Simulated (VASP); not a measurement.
Write the native input for VASP 6.6.1 that does the following.

```yaml
Task: single point
Functional: PBE
Potentials_or_basis: VASP PAW PBE potentials, release 64 (Mo_sv, Ru_pv)
Cutoff: 520 eV
k_mesh: 18 × 18 × 4
Occupations: gaussian, width 0.1 eV
Spin: no spin polarisation
Dipole_correction: no
Further_INCAR_settings: ALGO = Fast; EDIFF = 1e-06; NBANDS = 51
```

The structure of MoRu2 lies in POSCAR:

```
MoRu2
1.0
    2.7465957265      0.0000000000      0.0000000000
   -1.3732978632      2.3786216731      0.0000000000
    0.0000000000      0.0000000000     13.3164636990
Mo Ru
2 4
Direct
    0.3333333333      0.6666666667      0.9070531865
    0.6666666667      0.3333333333      0.0929468135
    0.3333333333      0.6666666667      0.2583008980
    0.3333333333      0.6666666667      0.5791712126
    0.6666666667      0.3333333333      0.4208287874
    0.6666666667      0.3333333333      0.7416991020
```

The input as run:

INCAR

```
SYSTEM = MoRu2
PREC = Accurate
ENCUT = 520
EDIFF = 1E-6
ISMEAR = 0
SIGMA = 0.1
LREAL = .False.
LASPH = .True.
NELM = 80
ALGO = Fast
ISIF = 2
LWAVE = .False.
LCHARG = .False.
GGA = PE
NBANDS = 51
```

KPOINTS

```
Automatic mesh
0
Gamma
  18 18 4
  0 0 0
```

Potentials or basis: VASP PAW PBE potentials, release 64 (Mo_sv, Ru_pv).

Command:

```sh
$ cat potpaw_PBE.64/Mo_sv/POTCAR potpaw_PBE.64/Ru_pv/POTCAR > POTCAR
$ mpirun -np 1 vasp_std > vasp.out
```

It gave:

```json
{
 "Pressure": "0.2 GPa",
 "Largest force": "0.014 eV/Å",
 "Band gap on the k mesh": "zero (bands 42 and 43 overlap by 2.40 eV)"
}
```

Wall time 9.4 min on 1 thread of Oxide Virtual Turin-like Processor, on a shared host, peak memory 0.5 GiB.
